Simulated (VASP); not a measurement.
A run of VASP 6.6.1:

The input INCAR:

```
SYSTEM = CdPtC4N4
PREC = Accurate ; ENCUT = 520
EDIFF = 1E-6 ; ISMEAR = 0
SIGMA = 0.02 ; LREAL = .FALSE.
LASPH = .TRUE. ; NELM = 60
ALGO = Normal ; ISIF = 2
LWAVE = .FALSE. ; LCHARG = .TRUE.
GGA = PE ; LELF = .TRUE.
LVHAR = .TRUE. ; NBANDS = 40
```

Contents of KPOINTS:

```
regular mesh
0
G
  4 4 6
  0 0 0
```

File POSCAR:

```
CdPtC4N4
1.0
    7.5973135893      0.0000000000      0.0000000000
    0.0000000000      7.5973135893      0.0000000000
    0.0000000000      0.0000000000      5.2270786960
Cd Pt C N
1 1 4 4
Direct
    0.5000000000      0.5000000000      0.0000000000
    0.0000000000      0.0000000000      0.0000000000
    0.1842368830      0.8157631170      0.0000000000
    0.8157631170      0.1842368830      0.0000000000
    0.1842368830      0.1842368830      0.0000000000
    0.8157631170      0.8157631170      0.0000000000
    0.2927602552      0.7072397448      0.0000000000
    0.7072397448      0.2927602552      0.0000000000
    0.2927602552      0.2927602552      0.0000000000
    0.7072397448      0.7072397448      0.0000000000
```

Potentials or basis: VASP PAW PBE potentials, release 64 (Cd, Pt, C, N).

The run is started by

```sh
$ cat potpaw_PBE.64/Cd/POTCAR potpaw_PBE.64/Pt/POTCAR potpaw_PBE.64/C/POTCAR potpaw_PBE.64/N/POTCAR > POTCAR
$ mpirun -np 1 vasp_std > vasp.out
```

Hardware: 1 thread of Intel(R) Xeon(R) Platinum 8488C (Sapphire Rapids) (shared host).

Task: How long does it take, and how much memory?

Result: Run time: 4.1 min on 1 thread of Intel(R) Xeon(R) Platinum 8488C (Sapphire Rapids), on a shared host, peak memory 0.55 GiB. Counts: scf iterations 16, k points 24.
